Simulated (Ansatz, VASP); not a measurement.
## Two plane-wave programs on Lu

```
Lu
1.0
    -1.49452    1.49452    1.49452
     1.49452   -1.49452    1.49452
     1.49452    1.49452   -1.49452
Lu
1
Cartesian
  0.0000 0.0000 0.0000
```

Change from the starting cell: volume scaled by 0.45, PAW files.

Alike in both runs: task single point; functional PBE; k mesh 14 × 14 × 14; occupations fermi-dirac, width 0.1 eV; no spin polarisation.

|  | VASP | Ansatz |
| --- | --- | --- |
| version | VASP 6.6.1 | Ansatz 0.2.0 |
| potentials or method | VASP PAW PBE potentials, release 64 (Lu) | PAW with Ansatz's default frozen-core files, scalar-relativistic |
| plane-wave cutoff (eV) | 520 | 420 |
| valence electrons in the cell | 25 | 25 |

|  | VASP | Ansatz | Ansatz less VASP |
| --- | --- | --- | --- |
| pressure (GPa) | 130.6 | 127.5 | -3.10 |

Both programs put the cell under a high pressure, so it lies far from rest at this level.

Neither program's run includes spin-orbit coupling. Noted on VASP's run: the cell as given lies far from equilibrium.
